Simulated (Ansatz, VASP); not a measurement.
## Two plane-wave programs on K

The input INCAR:

```
PREC     = Accurate       # precision mode
ENCUT    = 520            # plane-wave cutoff, eV
EDIFF    = 1E-6           # SCF threshold, eV
ISMEAR   = 0              # smearing method
SIGMA    = 0.1            # smearing width, eV
LREAL    = F              # projectors in reciprocal space
LASPH    = T              # aspherical terms in the spheres
NELM     = 80             # most SCF steps
ALGO     = Normal         # electronic algorithm
ISIF     = 2              # what is computed and relaxed
LWAVE    = F              # write WAVECAR
LCHARG   = T              # write CHGCAR
LDIPOL   = T            
IDIPOL   = 3            
DIPOL    = 0.5 0.5 0.500
GGA      = PE             # functional
LELF     = T              # ELF
LVHAR    = T            
LVACPOTAV= T            
NBANDS   = 46             # bands
```

Contents of KPOINTS:

```
regular mesh
0
Gamma
  15 15 1
```

File POSCAR:

```
K
1.0
    4.7684341300      0.0000000000      0.0000000000
   -2.3842170700      4.1295850900      0.0000000000
    0.0000000000      0.0000000000     45.4736024976
K
8
Direct
    0.6666666669      0.3333333338      0.1979170223
    0.0000000000      0.0000000000      0.2842264516
    0.3333333338      0.6666666669      0.3705358710
    0.0000000000      0.0000000000      0.4568452903
    0.6666666669      0.3333333338      0.5431547097
    0.0000000000      0.0000000000      0.6294641290
    0.3333333338      0.6666666669      0.7157735484
    0.0000000000      0.0000000000      0.8020829777
```

Input for Ansatz:

```yaml
crystal:
  lattice:
    - [4.76843413, 0.0, 0.0]
    - [-2.38421707, 4.12958509, 0.0]
    - [0.0, 0.0, 45.4736024976]
  atoms:
    - { symbol: K, position: [0.6666666669, 0.3333333338, 0.1979170223] }
    - { symbol: K, position: [0.0, 0.0, 0.2842264516] }
    - { symbol: K, position: [0.3333333338, 0.6666666669, 0.370535871] }
    - { symbol: K, position: [0.0, 0.0, 0.4568452903] }
    - { symbol: K, position: [0.6666666669, 0.3333333338, 0.5431547097] }
    - { symbol: K, position: [0.0, 0.0, 0.629464129] }
    - { symbol: K, position: [0.3333333338, 0.6666666669, 0.7157735484] }
    - { symbol: K, position: [0.0, 0.0, 0.8020829777] }
basis:
  ecutwfc: 420.0
  fft_grid_basis: typed
kpoints:
  mp_grid: { grid: [15, 15, 1] }
hamiltonian:
  xc: pbe
  pseudopotentials: { kind: paw }
scf:
  occupations: { method: gaussian, width: 0.1 }
output:
  forces: true
  eigenvalues: true
  band_densities:
    - { e_range: [-2.0, -1.0] }
    - { e_range: [-1.0, -0.5] }
    - { e_range: [-0.5, -0.25] }
    - { e_range: [-0.25, 0.0] }
    - { e_range: [0.0, 0.25] }
    - { e_range: [0.25, 0.5] }
    - { e_range: [0.5, 1.0] }
  band_residual_tolerance: 1.0e-05
  write_potential: true
  elf: true
  write_density: true
  volumetric_format: npy
efield:
  axis: 3
  dipole_correction: true
  ramp_width: 0.04
checkpoint:
  read: start.run
  write: ck
  compress: false
  write_wavefunctions: false
  write_every: 100000
```

Alike in both runs: task single point; functional PBE; k mesh 15 × 15 × 1; occupations gaussian, width 0.1 eV; no spin polarisation.

|  | VASP | Ansatz |
| --- | --- | --- |
| version | VASP 6.6.1 | Ansatz 0.2.0 |
| potentials or method | VASP PAW PBE potentials, release 64 (K_sv), cutoff 520 eV | scalar-relativistic, plane waves, PAW |
| valence electrons in the cell | 72 | 72 |

|  | VASP | Ansatz | Ansatz less VASP |
| --- | --- | --- | --- |
| gap on the k mesh at the Fermi level (eV) | none | none | - |
| rms of the force components (eV/Å) | 0.009 | 0.009 | +0.0001 |
| work function, face that differs most (eV) | 2.39 | 2.39 | +0.006 |

Atom by atom the forces differ by 0.000 eV/Å (rms over components). A gap of «none» marks a metal or a gap that the smearing closes. Ansatz's warnings: xc potential rough in thin density.
